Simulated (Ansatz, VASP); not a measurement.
# One calculation of C, two programs

File POSCAR:

```
C
1.0
    2.4904576617     -0.0542407970      0.0798002238
   -1.2922027389      2.1446395651      0.0115589868
    0.2632724949      0.1960346868      8.3222410996
C
8
Direct
    0.1042688015      0.1043974546      0.1031114036
   -0.0559771842     -0.0391931747      0.5756013665
   -0.1280734268     -0.2142261524      0.4338036658
    0.0853240115     -0.1468219541      0.9028678756
    0.2915006542      0.6398830673      0.1600202537
    0.7790467152      0.4254368791      0.6353756151
    0.3063165180      0.8677571451      0.3398822479
    0.6175939106      0.3627667351      0.8493375717
```

Contents of INCAR.step1:

```
  ALGO = Normal
  EDIFF = 1E-4
  ENCUT = 520
  GGA = PE
  ISMEAR = 0
  LASPH = True
  LCHARG = False
  LREAL = False
  LWAVE = True
  NBANDS = 26
  NELM = 100
  PREC = Accurate
  SIGMA = 0.05
```

The input INCAR.step2:

```
  ALGO = Normal
  EDIFF = 1E-6
  ENCUT = 520
  ISIF = 2
  ISMEAR = 0
  ISTART = 1
  LASPH = True
  LCHARG = False
  LMIXTAU = True
  LREAL = False
  LWAVE = False
  METAGGA = R2SCAN
  NBANDS = 26
  NELM = 100
  PREC = Accurate
  SIGMA = 0.05
```

Contents of KPOINTS:

```
k-points
0
Gamma
  12 12 4
```

Input for Ansatz:

```yaml
crystal:
  lattice:
    - [2.4904576617, -0.054240797, 0.0798002238]
    - [-1.2922027389, 2.1446395651, 0.0115589868]
    - [0.2632724949, 0.1960346868, 8.3222410996]
  atoms:
    - { symbol: C, position: [0.1042688015, 0.1043974546, 0.1031114036] }
    - { symbol: C, position: [-0.0559771842, -0.0391931747, 0.5756013665] }
    - { symbol: C, position: [-0.1280734268, -0.2142261524, 0.4338036658] }
    - { symbol: C, position: [0.0853240115, -0.1468219541, 0.9028678756] }
    - { symbol: C, position: [0.2915006542, 0.6398830673, 0.1600202537] }
    - { symbol: C, position: [0.7790467152, 0.4254368791, 0.6353756151] }
    - { symbol: C, position: [0.306316518, 0.8677571451, 0.3398822479] }
    - { symbol: C, position: [0.6175939106, 0.3627667351, 0.8493375717] }
basis:
  ecutwfc: 500
kpoints:
  mp_grid: { grid: [12, 12, 4] }
hamiltonian:
  xc: r2scan
scf:
  occupations: { method: gaussian, width: 0.05 }
output:
  forces: true
  stress: true
  eigenvalues: true
  write_density: true
  write_potential: true
  elf: true
  volumetric_format: npy
```

Change from the starting cell: all atoms moved at random (sigma 0.22 Å a component), cell strained at random (sigma 0.03).

Alike in both runs: task single point; functional r2SCAN; k mesh 12 × 12 × 4; occupations gaussian, width 0.05 eV; no spin polarisation.

```csv
,VASP,Ansatz
version,VASP 6.6.1,Ansatz 0.2.0
potentials or method,"VASP PAW PBE potentials, release 64 (C), cutoff 520 eV","scalar-relativistic, plane waves, PAW"
valence electrons in the cell,32,32
```

```tsv
	VASP	Ansatz	Ansatz less VASP
gap on the k mesh at the Fermi level (eV)	none	none	-
pressure (GPa)	106.4	105.2	-1.26
traceless stress, the component that is largest in VASP (GPa)	-31.88	-31.99	-0.107
rms of the force components (eV/Å)	7.234	7.184	-0.0505
```

VASP's potentials were made for PBE, not for r2SCAN. Atom by atom the forces differ by 0.066 eV/Å (rms over components). A gap of «none» marks a metal or a gap that the smearing closes. Both programs put the cell under a high pressure, so it lies far from rest at this level.

Noted on VASP's run: the cell as given lies far from equilibrium.
